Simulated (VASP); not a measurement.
# H: electric field gradients with PBE

Crystal: H.

```
CELL_PARAMETERS angstrom
1.97422 0.00000 0.00000
-0.98711 1.70972 0.00000
0.00000 0.00000 3.17148
ATOMIC_POSITIONS crystal
H 0.33333 0.66667 0.25000
H 0.66667 0.33333 0.75000
```

```
Program                : VASP 6.6.1
Task                   : electric field gradients
Functional             : PBE
Potentials or basis    : VASP PAW PBE potentials, release 64 (H)
Cutoff                 : 400 eV
k mesh                 : 13 × 13 × 7
Occupations            : fermi-dirac, width 0.01 eV
Spin                   : no spin polarisation
Dipole correction      : no
Further INCAR settings : ALGO = Normal; EDIFF = 1e-08; NBANDS = 8
```

- Pressure: -24.9 GPa
- Band gap on the k mesh: zero (bands 1 and 2 overlap by 9.17 eV)
- Largest electric field gradient by atom: H -0.07 V/Å²

Stress tensor (GPa, compression positive):
```
-23.74   0.00   0.00
  0.00 -23.74   0.00
  0.00   0.00 -27.14
```

Levels at points of the mesh, in eV from the Fermi level:
| k point | band 1 | band 2 | band 3 | band 4 |
| --- | --- | --- | --- | --- |
| (0.00, 0.00, 0.00) | -10.39 | 0.74 | 8.40 | 35.08 |

It took 3.5 s on 1 thread of Intel(R) Xeon(R) Platinum 8488C (Sapphire Rapids), with other jobs on the host, peak memory 0.1 GiB.

Caveat: the cell stands under tension; without QUAD_EFG the Cq values of the log hold for a quadrupole moment of 1 mb, not for the nuclei.
